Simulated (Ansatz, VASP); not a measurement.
# One calculation of RbBr, two programs

File POSCAR:

```
RbBr
1.0
    0.0000000000      3.4617342279      3.4617342279
    3.4617342279      0.0000000000      3.4617342279
    3.4617342279      3.4617342279      0.0000000000
Rb Br
1 1
Direct
    0.0000000000      0.0000000000      0.0000000000
    0.5000000000      0.5000000000      0.5000000000
```

The input INCAR.step1:

```
SYSTEM = RbBr
PREC = Accurate
ENCUT = 520
ISMEAR = 0
SIGMA = 0.01
LREAL = .False.
LASPH = .True.
NELM = 60
NBANDS = 15
GGA = PE
ALGO = Normal
EDIFF = 1E-4
LWAVE = .True.
LCHARG = .False.
```

Contents of INCAR.step2:

```
SYSTEM = RbBr
PREC = Accurate
ENCUT = 520
EDIFF = 1E-7
ISMEAR = 0
SIGMA = 0.01
LREAL = .False.
LASPH = .True.
NELM = 60
ALGO = Normal
ISIF = 2
LWAVE = .False.
LCHARG = .True.
METAGGA = R2SCAN
LMIXTAU = .True.
LELF = .True.
LVHAR = .True.
NBANDS = 15
ISTART = 1
```

The input KPOINTS:

```
Automatic mesh
0
Gamma
  6 6 6
  0 0 0
```

Input for Ansatz:

```yaml
crystal:
  lattice:
    - [0.0, 3.46173422789, 3.46173422789]
    - [3.46173422789, 0.0, 3.46173422789]
    - [3.46173422789, 3.46173422789, 0.0]
  atoms:
    - { symbol: Rb, position: [0.0, 0.0, 0.0] }
    - { symbol: Br, position: [0.5, 0.5, 0.5] }
kpoints:
  mp_grid: { grid: [6, 6, 6] }
scf:
  occupations: { method: fixed }
hamiltonian:
  xc: r2scan
  pseudopotentials: { kind: paw }
output:
  forces: true
  stress: true
  eigenvalues: true
  eigenstates:
    nscf_kmesh: { grid: [10, 10, 10] }
    de_dk: true
    e_range: [-9, 14.89098441092]
  optics:
    e_range: [0, 30]
    de: 0.2
    sigma: 0.1
    bands: { spectra_wanted_up_to: 30 }
    nscf_kmesh: { grid: [10, 10, 10] }
checkpoint:
  write: ck
  write_wavefunctions: false
```

Alike in both runs: task single point; functional r2SCAN; k mesh 6 × 6 × 6; no spin polarisation.

|  | VASP | Ansatz |
| --- | --- | --- |
| version | VASP 6.6.1 | Ansatz 0.2.0 |
| potentials or method | VASP PAW PBE potentials, release 64 (Rb_sv, Br) | PAW with Ansatz's default frozen-core files, scalar-relativistic |
| plane-wave cutoff (eV) | 520 | 500 |
| occupations | gaussian, width 0.01 eV | fixed |
| valence electrons in the cell | 16 | 16 |

|  | VASP | Ansatz | Ansatz less VASP |
| --- | --- | --- | --- |
| gap on the k mesh at the Fermi level (eV) | 4.89 | 4.89 | 0.000 |
| pressure (GPa) | 0.0 | 0.0 | -0.02 |

VASP's potentials were made for PBE, not for r2SCAN.
